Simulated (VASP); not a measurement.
**TiB2: single point with PBE+D3(BJ)**

Crystal: TiB2.

```xyz
3
Lattice="3.0037 0.0000 0.0000 -1.5018 2.6013 0.0000 0.0000 0.0000 3.1819" Properties=species:S:1:pos:R:3 pbc="T T T"
Ti    0.0000    0.0000    0.0000
B     0.0000    1.7342    1.5910
B     1.5018    0.8671    1.5910
```

- Program: VASP 6.6.1
- Task: single point
- Functional: PBE
- Dispersion: D3(BJ)
- Potentials or basis: VASP PAW PBE potentials, release 64 (Ti_sv, B)
- Cutoff: 520 eV
- k mesh: 18 × 18 × 14
- Occupations: gaussian, width 0.1 eV
- Spin: no spin polarisation

The pressure is 0.2 GPa and the band gap on the k mesh is zero (bands 9 and 10 overlap by 0.63 eV). The dispersion energy per atom is -0.433 eV.

Levels at points of the mesh, in eV from the Fermi level:
```
           k point  band 7  band 8  band 9  band 10  band 11  band 12
(0.00, 0.00, 0.00)   -2.76   -2.32   -2.22     1.94     1.94     3.79
(0.50, 0.00, 0.00)   -3.38   -3.32   -2.40     1.36     2.80     3.31
(0.00, 0.00, 0.50)   -0.63   -0.63   -0.27    -0.27     0.41     0.41
(0.50, 0.00, 0.50)   -4.83   -3.98   -3.21     2.59     3.00     4.68
```

Wall time 120 s on 1 thread of Intel Xeon 8259CL, on a shared host, peak memory 0.25 GiB.
